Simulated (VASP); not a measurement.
# As (R-3m) in VASP: a series of runs, part 2 of 2

VASP 6.6.1. The steps go on from the part before.

### Step 4. Single point, r2SCAN

This run uses another cell than the first one, of 22.06 Å³/atom.

File POSCAR:

```
As
1.0
    1.8959963343      1.0946541620      3.5424602096
   -1.8959963343      1.0946541620      3.5424602096
    0.0000000000     -2.1893078200      3.5424603654
As
2
Direct
    0.7742583631      0.7742583631      0.7742583631
    0.2257416369      0.2257416369      0.2257416369
```

File INCAR.step1:

```
PREC = Accurate ; ENCUT = 520
ISMEAR = -1 ; SIGMA = 0.02
LREAL = F ; LASPH = T
NELM = 60 ; NBANDS = 12
GGA = PE ; ALGO = Normal
EDIFF = 1E-4 ; LWAVE = T
LCHARG = F
```

File INCAR.step2:

```
PREC = Accurate ; ENCUT = 520
EDIFF = 1E-7 ; ISMEAR = -1
SIGMA = 0.02 ; LREAL = F
LASPH = T ; NELM = 60
ALGO = Normal ; ISIF = 2
LWAVE = F ; LCHARG = F
METAGGA = R2SCAN ; LMIXTAU = T
NBANDS = 12 ; ISTART = 1
```

File KPOINTS:

```
Automatic mesh
0
Gamma
  7 7 7
```

The run is started by

```bash
$ cat potpaw_PBE.64/As/POTCAR > POTCAR
$ cp INCAR.step1 INCAR
$ mpirun -np 1 vasp_std > vasp.out
$ cp INCAR.step2 INCAR
$ mpirun -np 1 vasp_std > vasp.out
```

Wall time 1.9 min (1 thread of Intel Xeon 8259CL, shared host); peak memory 0.19 GiB.

The run converged. Its results:

- Free energy: -29.4019 eV
- Pressure: 0.1 GPa
- Largest force: 0.044 eV/Å
- Band gap on the k mesh: zero (filled and empty bands touch)

Forces in eV/Å, atoms in the order of the input:
```
As   0.000  0.000 -0.044
As   0.000  0.000  0.044
```

Stress tensor (GPa, compression positive):
```
-0.23  0.00  0.00
 0.00 -0.23  0.00
 0.00  0.00  0.76
```

Levels at points of the mesh, in eV from the Fermi level:
```tsv
k point	band 3	band 4	band 5	band 6	band 7	band 8
(0.00, 0.00, 0.00)	-2.66	-2.32	-2.32	1.56	2.85	2.85
```

Caveat: the PAW data sets were made with another functional, which shifts forces and pressure a little.

### Step 5. Single point, r2SCAN

This run uses another cell than the first one, of 22.50 Å³/atom.

File POSCAR:

```
As
1.0
    1.9085529674      1.1019037386      3.5659208947
   -1.9085529674      1.1019037386      3.5659208947
    0.0000000000     -2.2038069698      3.5659210515
As
2
Direct
    0.7742583631      0.7742583631      0.7742583631
    0.2257416369      0.2257416369      0.2257416369
```

File INCAR.step1:

```
SYSTEM = As
PREC     = Accurate       ! precision mode
ENCUT    = 520            ! plane-wave cutoff, eV
ISMEAR   = -1             ! smearing method
SIGMA    = 0.02           ! smearing width, eV
LREAL    = .FALSE.        ! projectors in reciprocal space
LASPH    = .TRUE.         ! aspherical terms in the spheres
NELM     = 60             ! most SCF steps
NBANDS   = 12             ! bands
GGA      = PE             ! functional
ALGO     = Normal         ! electronic algorithm
EDIFF    = 1E-4           ! SCF threshold, eV
LWAVE    = .TRUE.         ! write WAVECAR
LCHARG   = .FALSE.        ! write CHGCAR
```

File INCAR.step2:

```
SYSTEM = As
PREC     = Accurate       ! precision mode
ENCUT    = 520            ! plane-wave cutoff, eV
EDIFF    = 1E-7           ! SCF threshold, eV
ISMEAR   = -1             ! smearing method
SIGMA    = 0.02           ! smearing width, eV
LREAL    = .FALSE.        ! projectors in reciprocal space
LASPH    = .TRUE.         ! aspherical terms in the spheres
NELM     = 60             ! most SCF steps
ALGO     = Normal         ! electronic algorithm
ISIF     = 2              ! what is computed and relaxed
LWAVE    = .FALSE.        ! write WAVECAR
LCHARG   = .TRUE.         ! write CHGCAR
METAGGA  = R2SCAN         ! meta-GGA
LMIXTAU  = .TRUE.       
LELF     = .TRUE.         ! ELF
LVHAR    = .TRUE.       
NBANDS   = 12             ! bands
ISTART   = 1
```

File KPOINTS:

```
regular mesh
0
G
  7 7 7
  0 0 0
```

The run is started by

```bash
$ cat potpaw_PBE.64/As/POTCAR > POTCAR
$ cp INCAR.step1 INCAR
$ mpirun -np 1 vasp_std > vasp.out
$ cp INCAR.step2 INCAR
$ mpirun -np 1 vasp_std > vasp.out
```

Wall time 1.9 min (1 thread of Intel Xeon 8259CL, shared host); peak memory 0.19 GiB.

Results (log left out):

| Quantity | Value |
| --- | --- |
| Free energy | -29.3985 eV |
| Pressure | -1.3 GPa |
| Largest force | 0.082 eV/Å |
| Band gap on the k mesh | zero (filled and empty bands touch) |

Forces in eV/Å, atoms in the order of the input:
```
As   0.000  0.000  0.082
As   0.000  0.000 -0.082
```

Stress tensor (GPa, compression positive):
```
-1.85  0.00  0.00
 0.00 -1.85  0.00
 0.00  0.00 -0.32
```

Levels at points of the mesh, in eV from the Fermi level:
| k point | band 3 | band 4 | band 5 | band 6 | band 7 | band 8 |
| --- | --- | --- | --- | --- | --- | --- |
| (0.00, 0.00, 0.00) | -2.59 | -2.27 | -2.27 | 1.56 | 2.82 | 2.82 |

Caveat: the PAW data sets were made with another functional, which shifts forces and pressure a little.

### Step 6. Relaxation of volume and atoms at fixed shape, r2SCAN

This run uses another cell than the first one, of 21.53 Å³/atom.

File POSCAR:

```
As
1.0
    1.8807970000      1.0858790000      3.5140620000
   -1.8807970000      1.0858790000      3.5140620000
    0.0000000000     -2.1717570000      3.5140620000
As
2
Direct
    0.7740000000      0.7740000000      0.7740000000
    0.2260000000      0.2260000000      0.2260000000
```

File INCAR.step1:

```
  ALGO = Normal
  EDIFF = 1E-4
  ENCUT = 600
  GGA = PE
  ISMEAR = -1
  LASPH = T
  LCHARG = F
  LREAL = F
  LWAVE = T
  NELM = 60
  PREC = Accurate
  SIGMA = 0.02
```

File INCAR.step2:

```
  ALGO = Normal
  EDIFF = 1E-6
  EDIFFG = -0.02
  ENCUT = 600
  IBRION = 2
  ISIF = 8
  ISMEAR = -1
  ISTART = 1
  LASPH = T
  LCHARG = F
  LMIXTAU = T
  LREAL = F
  LWAVE = F
  METAGGA = R2SCAN
  NELM = 60
  NSW = 80
  PREC = Accurate
  SIGMA = 0.02
```

File KPOINTS:

```
k-points
0
Gamma
  7 7 7
```

Potentials or basis: VASP PAW PBE potentials, release 64 (As).

The run is started by

```bash
$ cat potpaw_PBE.64/As/POTCAR > POTCAR
$ cp INCAR.step1 INCAR
$ mpirun -np 1 vasp_std > vasp.out
$ cp INCAR.step2 INCAR
$ mpirun -np 1 vasp_std > vasp.out
```

Wall time 9.4 min (1 thread of Intel Xeon 8259CL, shared host); peak memory 0.22 GiB.

Results (log left out):

| Property | Result |
| --- | --- |
| Free energy | -29.4024 eV |
| Relaxed volume | 22.05 Å³/atom |
| Relaxed cell | a = 4.164 Å, b = 4.164 Å, c = 4.164 Å, α = 54.17°, β = 54.17°, γ = 54.17° |
| Space group after relaxing (to 0.1 Å) | R-3m (No. 166) |
| Energy gained by relaxing | 3.0 meV/atom |
| Ionic steps | 5 |
| Pressure after relaxing | 0.0 GPa |
| Band gap on the k mesh | zero (filled and empty bands touch) |

Forces on the atoms (eV/Å):
```
As   0.000  0.000 -0.002
As   0.000  0.000  0.002
```

Stress tensor (GPa, compression positive):
```
-0.29  0.00  0.00
 0.00 -0.29  0.00
 0.00  0.00  0.60
```

The path:
```csv
step,energy change (eV),largest force (eV/Å),pressure (GPa),volume (Å³)
1,0.0000,0.1533,1.89,43.06
2,-0.0019,0.2211,-1.24,44.66
3,-0.0056,0.0575,0.09,43.93
4,-0.0059,0.0266,0.05,44.02
5,-0.0060,0.0025,0.01,44.11
```

Final structure:
```cif
data_structure
_symmetry_space_group_name_H-M 'P 1'
_symmetry_Int_Tables_number 1
_cell_length_a 4.1642
_cell_length_b 4.1642
_cell_length_c 4.1642
_cell_angle_alpha 54.167
_cell_angle_beta 54.167
_cell_angle_gamma 54.167
_cell_volume 44.11
loop_
_atom_site_label
_atom_site_type_symbol
_atom_site_fract_x
_atom_site_fract_y
_atom_site_fract_z
_atom_site_occupancy
As1 As 0.77405 0.77405 0.77405 1
As2 As 0.22595 0.22595 0.22595 1
```

Levels at points of the mesh, in eV from the Fermi level:
```
           k point  band 2  band 3  band 4  band 5  band 6  band 7  band 8  band 9
(0.00, 0.00, 0.00)   -6.15   -2.68   -2.31   -2.31    1.58    2.85    2.85    7.22
```

Caveat: the PAW data sets were made with another functional, which shifts forces and pressure a little.

### Step 7. Summary

| task | cell | cutoff (eV) | gap on the mesh (eV) | pressure (GPa) | largest force (eV/Å) |
| --- | --- | --- | --- | --- | --- |
| single point | a = 4.136 Å, angles 54.2°, 2 atoms, atomic positions A | 520 | - | 1.7 | 0.18 |
| single point | a = 4.164 Å, angles 54.2°, 2 atoms, atomic positions A | 520 | none | 0.1 | 0.04 |
| single point | a = 4.192 Å, angles 54.2°, 2 atoms, atomic positions A | 520 | none | -1.3 | 0.08 |
| relaxation of volume and atoms at fixed shape | relaxed from a = 4.131 Å, angles 54.2°, 2 atoms, atomic positions B | 600 | none | 0.0 | - |

Alike in all rows: level r2SCAN; potentials or basis VASP PAW PBE potentials, release 64 (As); no spin polarisation; k mesh 7 × 7 × 7; smearing fermi-dirac 0.02 eV.

Caveats: the PAW data sets were made with another functional, which shifts forces and pressure a little.

Absolute energies hang on the potentials; compare differences alone.
